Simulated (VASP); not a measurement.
Set up this calculation in VASP 6.6.1, as the native input.

| Item | Value |
| --- | --- |
| Task | single point |
| Functional | PBE |
| Potentials or basis | VASP PAW PBE potentials, release 64 (Be, Se) |
| Cutoff | 520 eV |
| k mesh | 4 × 4 × 4 |
| Occupations | gaussian, width 0.1 eV |
| Spin | no spin polarisation |
| Dipole correction | no |
| Further INCAR settings | ALGO = Normal; EDIFF = 1e-07; NBANDS = 15 |

The structure of Be4Se lies in POSCAR:

```
Be4Se
1.0
    3.8813722500      0.0000000000      0.0000000000
    0.0000000000      3.8813722500      0.0000000000
    0.0000000000      0.0000000000      3.8813722500
Be Se
4 1
Direct
    0.0000000000      0.0000000000      0.0000000000
    0.5000000000      0.5000000000      0.0000000000
    0.5000000000      0.0000000000      0.5000000000
    0.0000000000      0.5000000000      0.5000000000
    0.5000000000      0.5000000000      0.5000000000
```

One way to write it, as run:

INCAR

```
SYSTEM = Be4Se
PREC = Accurate
ENCUT = 520
EDIFF = 1E-7
ISMEAR = 0
SIGMA = 0.1
LREAL = .False.
LASPH = .True.
NELM = 80
ALGO = Normal
ISIF = 2
LWAVE = .False.
LCHARG = .False.
GGA = PE
NBANDS = 15
```

KPOINTS

```
regular mesh
0
Gamma
  4 4 4
  0 0 0
```

Potentials or basis: VASP PAW PBE potentials, release 64 (Be, Se).

The run is started by

```bash
$ cat potpaw_PBE.64/Be/POTCAR potpaw_PBE.64/Se/POTCAR > POTCAR
$ mpirun -np 1 vasp_std > vasp.out
```

Results of the run:

| Item | Value |
| --- | --- |
| Pressure | 28.2 GPa |
| Band gap on the k mesh | zero (band 7 reaches 6.96 eV, above the bottom of band 8 at 5.15 eV) |

Caveat: the k points lie up to 0.40 Å⁻¹ apart.

Wall time 10 s on 1 thread of AMD EPYC 7R43 64-Core Processor (Zen 3), on a shared host, peak memory 0.13 GiB.
